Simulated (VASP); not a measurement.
Input of a VASP 6.6.1 run:

POSCAR

```
SnSe
1.0
    4.2853274191      0.0000000000      0.0000000000
    0.0000000000      4.2853274191      0.0000000000
    0.0000000000      0.0000000000     10.9906921300
Sn Se
2 2
Direct
    0.0000000000      0.5000000000      0.6277708900
    0.5000000000      0.0000000000      0.3722291100
    0.0000000000      0.5000000000      0.3839605100
    0.5000000000      0.0000000000      0.6160394900
```

INCAR.step1

```
SYSTEM = SnSe
PREC = Accurate
ENCUT = 520
EDIFF = 1E-5
ISMEAR = -1
SIGMA = 0.05
LREAL = .False.
LASPH = .True.
NELM = 100
ALGO = Normal
ISIF = 2
LWAVE = .True.
GGA = PE
NBANDS = 28
```

File INCAR.step2:

```
SYSTEM = SnSe
PREC = Accurate
ENCUT = 520
EDIFF = 1E-6
ISMEAR = -1
SIGMA = 0.05
LREAL = .False.
LASPH = .True.
NELM = 100
ALGO = Normal
ISIF = 2
LWAVE = .False.
LCHARG = .True.
GGA = PE
LHFCALC = .True.
AEXX = 0.25
HFSCREEN = 0.2
PRECFOCK = Normal
LELF = .True.
LVHAR = .True.
ISTART = 1
NBANDS = 28
```

File KPOINTS:

```
Automatic mesh
0
Gamma
  3 3 2
  0 0 0
```

Potentials or basis: VASP PAW PBE potentials, release 64 (Sn_d, Se).

Run with:

```bash
$ cat potpaw_PBE.64/Sn_d/POTCAR potpaw_PBE.64/Se/POTCAR > POTCAR
$ cp INCAR.step1 INCAR
$ mpirun -np 1 vasp_std > vasp.out
$ cp INCAR.step2 INCAR
$ mpirun -np 1 vasp_std > vasp.out
```

Estimate the band gap on the k mesh.

2.03 eV.

Predict the largest force.

0.365 eV/Å.

Forces in eV/Å, atoms in the order of the input:
```
Sn   0.000  0.000  0.031
Sn   0.000  0.000 -0.031
Se   0.000  0.000 -0.365
Se   0.000  0.000  0.365
```

Caveat: the k points lie up to 0.49 Å⁻¹ apart; there is no dipole correction, which matters where the two faces differ; the PAW data sets were made with another functional, which shifts forces and pressure a little; spin-orbit coupling is left out, which moves the levels of the heavy elements.
